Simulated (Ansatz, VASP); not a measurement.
**KBr: VASP beside Ansatz**

File INCAR:

```
PREC = Accurate ; ENCUT = 520
EDIFF = 1E-6 ; ISMEAR = 0
SIGMA = 0.05 ; LREAL = False
LASPH = True ; NELM = 80
ALGO = Normal ; ISIF = 2
LWAVE = False ; LCHARG = False
NBANDS = 24
```

KPOINTS

```
regular mesh
0
Gamma
  6 6 4
```

File POSCAR:

```
KBr
1.0
    3.7982230815      0.0000000000      0.0000000000
    0.0000000000      3.7982230815      0.0000000000
    0.0000000000      0.0000000000      7.5964461630
K Br
2 2
Direct
    0.0000000000      0.0000000000      0.0000000000
    0.0000000000      0.0000000000      0.5000000000
    0.4418278613      0.5000000000      0.2500000000
    0.5581721387      0.5000000000      0.7500000000
```

Input for Ansatz:

```yaml
crystal:
  lattice:
    - [3.7982230815, 0.0, 0.0]
    - [0.0, 3.7982230815, 0.0]
    - [0.0, 0.0, 7.596446163]
  atoms:
    - { symbol: K, position: [0.0, 0.0, 0.0] }
    - { symbol: K, position: [0.0, 0.0, 0.5] }
    - { symbol: Br, position: [0.4418278613, 0.5, 0.25] }
    - { symbol: Br, position: [0.5581721387, 0.5, 0.75] }
basis:
  ecutwfc: 420
kpoints:
  mp_grid: { grid: [6, 6, 4] }
hamiltonian:
  xc: lda
scf:
  occupations: { method: gaussian, width: 0.05 }
output:
  forces: true
  stress: true
  eigenvalues: true
```

Change from the starting cell: mode 4 frozen in at -0.223 Å, equal normal strain along x, y and z -0.0083.

Alike in both runs: task single point; functional LDA; k mesh 6 × 6 × 4; occupations gaussian, width 0.05 eV; no spin polarisation.

```csv
,VASP,Ansatz
version,VASP 6.6.1,Ansatz 0.2.0
potentials or method,"VASP PAW LDA potentials, release 64 (K_sv, Br), cutoff 520 eV","scalar-relativistic, plane waves, PAW"
valence electrons in the cell,32,32
```

|  | VASP | Ansatz | Ansatz less VASP |
| --- | --- | --- | --- |
| gap on the k mesh at the Fermi level (eV) | 4.14 | 4.13 | -0.011 |
| least direct gap on the mesh (eV) | 4.43 | 4.42 | -0.012 |
| pressure (GPa) | 1.2 | 1.1 | -0.13 |
| traceless stress, the component that is largest in VASP (GPa) | 0.15 | 0.15 | -0.005 |
| rms of the force components (eV/Å) | 0.109 | 0.105 | -0.0035 |

LDA's correlation is that of Perdew and Zunger in VASP and of Perdew and Wang (1992) in Ansatz. Atom by atom the forces differ by 0.004 eV/Å (rms over components).
